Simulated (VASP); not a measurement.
# Sn (Im-3m) in VASP: notebook, part 2 of 2

VASP 6.6.1.

## 4. Relaxation of cell and atoms, PBEsol

This run uses another cell than the first one, of 25.95 Å³/atom, 1.228 times its volume.

File INCAR:

```
  ALGO = Normal
  EDIFF = 1E-7
  EDIFFG = -0.01
  ENCUT = 500
  GGA = PS
  GGA_COMPAT = F
  IBRION = 2
  ISIF = 3
  ISMEAR = 0
  LASPH = T
  LCHARG = F
  LREAL = F
  LWAVE = F
  NELM = 120
  NELMIN = 4
  NSW = 80
  PREC = Accurate
  SIGMA = 0.05
```

File KPOINTS:

```
k-points
0
Gamma
  8 8 8
```

File POSCAR:

```
Sn
1.0
    1.8650000000      1.8650000000      1.8650000000
   -1.8650000000      1.8650000000      1.8650000000
   -1.8650000000     -1.8650000000      1.8650000000
Sn
1
Direct
    0.0000000000      0.0000000000      0.0000000000
```

Potentials or basis: VASP PAW PBE potentials, release 64 (Sn_d).

Launch:

```bash
> cat potpaw_PBE.64/Sn_d/POTCAR > POTCAR
> mpirun -np 1 vasp_std > vasp.out
```

OUTCAR:

```text
EDIFF = 1E-7
   EDIFFG = -0.01
   ENCUT = 500
   GGA = PS
   IBRION = 2
   ISIF = 3
   ISMEAR = 0
   LASPH = T
   LREAL = F
   NELM = 120
   NELMIN = 4
   NSW = 80
   PREC = Accurate

 ion  position               nearest neighbor table
   1  0.000  0.000  0.000-

  LATTYP: Found a body centered cubic cell.
 ALAT       =     3.7300000000

  Lattice vectors:

 A1 = (   1.8650000000,  -1.8650000000,  -1.8650000000)
 A2 = (   1.8650000000,   1.8650000000,   1.8650000000)
 A3 = (  -1.8650000000,  -1.8650000000,   1.8650000000)

Analysis of symmetry for initial positions (statically):
=====================================================================
 Subroutine PRICEL returns:
 Original cell was already a primitive cell.

 Routine SETGRP: Setting up the symmetry group for a
 body centered cubic supercell.

 Subroutine GETGRP returns: Found 48 space group operations
 (whereof 48 operations were pure point group operations)
 out of a pool of 48 trial point group operations.

The static configuration has the point symmetry O_h .

[... 211 lines left out ...]
 k-point     1 :       0.0000    0.0000    0.0000
  band No.  band energies     occupation
      1     -13.0416      2.00000
      2     -13.0416      2.00000
      3     -13.0416      2.00000
      4     -12.8830      2.00000
      5     -12.8830      2.00000
      6      -2.9703      2.00000
      7      16.7756      0.00000
      8      16.7756      0.00000
      9      16.7756      0.00000
     10      20.6443      0.00000
     11      20.6443      0.00000
[... 309 lines left out ...]
 k-point    24 :       0.5000    0.2500    0.2500
  band No.  band energies     occupation
      1     -13.0160      2.00000
      2     -12.9805      2.00000
      3     -12.9553      2.00000
      4     -12.8815      2.00000
      5     -12.7990      2.00000
      6       3.2213      2.00000
      7       5.2371      2.00000
      8       9.4385      0.00000
      9      11.0607      0.00000
     10      15.9924      0.00000
     11      17.2506      0.00000

 [... further k-points ...]

------------------------ aborting loop because EDIFF is reached ----------------------------------------

  FORCE on cell =-STRESS in cart. coord.  units (eV):
  Direction    XX          YY          ZZ          XY          YZ          ZX
  --------------------------------------------------------------------------------------
  -------------------------------------------------------------------------------------
  Total       -0.0062647     -0.0062647     -0.0062647      0.0000000     -0.0000000      0.0000000
  in kB       -0.3848835     -0.3848835     -0.3848835      0.0000000     -0.0000000      0.0000000
  external PRESSURE =      -0.3848835 kB  Pullay stress =       0.0000000 kB

 VOLUME and BASIS-vectors are now :
 -----------------------------------------------------------------------------
  energy-cutoff  :      500.00
  volume of cell :       26.08
      direct lattice vectors                 reciprocal lattice vectors
     1.868132117  1.868132117  1.868132117     0.267647023  0.000000000  0.267647023
    -1.868132117  1.868132117  1.868132117    -0.267647023  0.267647023  0.000000000
    -1.868132117 -1.868132117  1.868132117     0.000000000 -0.267647023  0.267647023

 POSITION                                       TOTAL-FORCE (eV/Angst)
 -----------------------------------------------------------------------------------
     -0.00000      3.73626      3.73626         0.000000      0.000000     -0.000000
 -----------------------------------------------------------------------------------
    total drift:                                0.000000      0.000000     -0.000000

  FREE ENERGIE OF THE ION-ELECTRON SYSTEM (eV)
  ---------------------------------------------------
  free  energy   TOTEN  =        -4.2128507296 eV

  energy  without entropy=       -4.2118265188  energy(sigma->0) =       -4.21233862

 reached required accuracy - stopping structural energy minimisation
```

OSZICAR:

```text
N       E                     dE             d eps       ncg     rms          rms(c)
DAV:   1     0.712564083641E+02    0.71256E+02   -0.74587E+03   657   0.186E+03
DAV:   2     0.132178052590E+00   -0.71124E+02   -0.69707E+02   647   0.343E+02
DAV:   3    -0.413999967639E+01   -0.42722E+01   -0.42275E+01   736   0.746E+01
[... 12 lines left out ...]
DAV:   3    -0.421289042233E+01    0.68570E-03   -0.18963E-03   918   0.894E-01    0.175E-02
DAV:   4    -0.421285497383E+01    0.35448E-04   -0.48422E-05   716   0.106E-01    0.486E-03
DAV:   5    -0.421285132555E+01    0.36483E-05   -0.22540E-06   964   0.151E-02    0.251E-03
DAV:   6    -0.421285067987E+01    0.64568E-06   -0.40851E-07   689   0.115E-02    0.397E-04
DAV:   7    -0.421285072958E+01   -0.49713E-07   -0.76894E-09   343   0.123E-03
   2 F= -.42128507E+01 E0= -.42123386E+01  d E =-.728146E-04
```

CONTCAR:

```text
Sn
   1.00000000000000
     1.8681321171526339    1.8681321171526339    1.8681321171526339
    -1.8681321171526339    1.8681321171526339    1.8681321171526339
    -1.8681321171526339   -1.8681321171526339    1.8681321171526339
  Sn
     1
Direct
     1.0000000000000000    1.0000000000000000    0.0000000000000000

  0.00000000E+00  0.00000000E+00  0.00000000E+00
```

Run time: 7.1 s. Hardware: 1 thread of Intel Xeon 6975P-C, shared host; peak memory 0.14 GiB.

What came out:

```yaml
Free_energy: -4.2129 eV
Relaxed_volume: 26.08 Å³/atom
Relaxed_cell: a = 3.236 Å, b = 3.236 Å, c = 3.236 Å, α = 70.53°, β = 109.47°, γ = 70.53°
Space_group_after_relaxing_to_0.05_Å: Im-3m (No. 229)
Energy_gained_by_relaxing: 0.1 meV/atom
Ionic_steps: 2
Pressure_after_relaxing: 0.0 GPa
Band_gap_on_the_k_mesh: zero (band 7 reaches 16.78 eV, above the bottom of band 8 at 6.01 eV)
```

Final structure:
```xyz
1
Lattice="1.8681 1.8681 1.8681 -1.8681 1.8681 1.8681 -1.8681 -1.8681 1.8681" Properties=species:S:1:pos:R:3 pbc="T T T"
Sn    0.0000    3.7363    3.7363
```

Levels at points of the mesh, in eV from the Fermi level:
| k point | band 5 | band 6 | band 7 | band 8 | band 9 | band 10 |
| --- | --- | --- | --- | --- | --- | --- |
| (0.00, 0.00, 0.00) | -21.23 | -11.31 | 8.43 | 8.43 | 8.43 | 12.30 |
| (0.50, 0.00, 0.00) | -21.13 | -6.38 | -4.55 | 3.83 | 5.67 | 8.29 |
| (0.50, 0.50, 0.50) | -21.15 | -2.16 | -0.44 | -0.44 | -0.44 | 3.92 |

Caveat: the PAW data sets were made with another functional, which shifts forces and pressure a little; spin-orbit coupling is left out, which moves the levels of the heavy elements.

## 5. The runs side by side

```csv
task,cell,gap on the mesh (eV),pressure (GPa)
single point,"a = 3.017 Å, angles 70.5, 109.5, 70.5°, 1 atom",none,20.0
single point,"a = 3.236 Å, angles 70.5, 109.5, 70.5°, 1 atom",none,-0.1
relaxation of cell and atoms,"relaxed from a = 3.230 Å, angles 70.5, 109.5, 70.5°, 1 atom",none,0.0
```

Alike in all rows: level PBEsol; potentials or basis VASP PAW PBE potentials, release 64 (Sn_d); no spin polarisation; k mesh 8 × 8 × 8; cutoff (eV) 500; smearing gaussian 0.05 eV.

Caveats: the PAW data sets were made with another functional, which shifts forces and pressure a little; spin-orbit coupling is left out, which moves the levels of the heavy elements.

Total energies depend on the potentials used, so only differences within one code and one set of settings carry meaning.
